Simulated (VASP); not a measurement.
Here is a VASP 6.6.1 calculation.

Contents of POSCAR:

```
NaI
1.0
    0.0000000000      3.4708613496      3.4708613496
    3.4708613496      0.0000000000      3.4708613496
    3.4708613496      3.4708613496      0.0000000000
Na I
1 1
Direct
    0.0000000000      0.0000000000      0.0000000000
    0.2500000000      0.2500000000      0.2500000000
```

INCAR.step1

```
SYSTEM = NaI
ALGO     = Normal         ! electronic algorithm
EDIFF    = 1E-4           ! SCF threshold, eV
ENCUT    = 520            ! plane-wave cutoff, eV
GGA      = PE             ! functional
ISMEAR   = 0              ! smearing method
LASPH    = .True.         ! aspherical terms in the spheres
LCHARG   = .False.        ! write CHGCAR
LREAL    = .False.        ! projectors in reciprocal space
LWAVE    = .True.         ! write WAVECAR
NBANDS   = 14             ! bands
NELM     = 100            ! most SCF steps
PREC     = Accurate       ! precision mode
SIGMA    = 0.01           ! smearing width, eV
```

INCAR.step2

```
SYSTEM = NaI
ALGO     = Normal         ! electronic algorithm
EDIFF    = 1E-6           ! SCF threshold, eV
ENCUT    = 520            ! plane-wave cutoff, eV
ISIF     = 2              ! what is computed and relaxed
ISMEAR   = 0              ! smearing method
ISTART   = 1            
LASPH    = .True.         ! aspherical terms in the spheres
LCHARG   = .False.        ! write CHGCAR
LMIXTAU  = .True.       
LREAL    = .False.        ! projectors in reciprocal space
LWAVE    = .False.        ! write WAVECAR
METAGGA  = R2SCAN         ! meta-GGA
NBANDS   = 14             ! bands
NELM     = 100            ! most SCF steps
PREC     = Accurate       ! precision mode
SIGMA    = 0.01           ! smearing width, eV
```

The input KPOINTS:

```
k-points
0
Gamma
  6 6 6
  0 0 0
```

Potentials or basis: VASP PAW PBE potentials, release 64 (Na_pv, I).

The run is started by

```sh
$ cat potpaw_PBE.64/Na_pv/POTCAR potpaw_PBE.64/I/POTCAR > POTCAR
$ cp INCAR.step1 INCAR
$ mpirun -np 1 vasp_std > vasp.out
$ cp INCAR.step2 INCAR
$ mpirun -np 1 vasp_std > vasp.out
```

**Question.** Estimate the pressure.

**Answer.** 0.8 GPa.

**Question.** What does it give for the band gap on the k mesh?

**Answer.** 4.53 eV, direct.

Caveat: the PAW data sets were made with another functional, which shifts forces and pressure a little; spin-orbit coupling is left out, which moves the levels of the heavy elements.
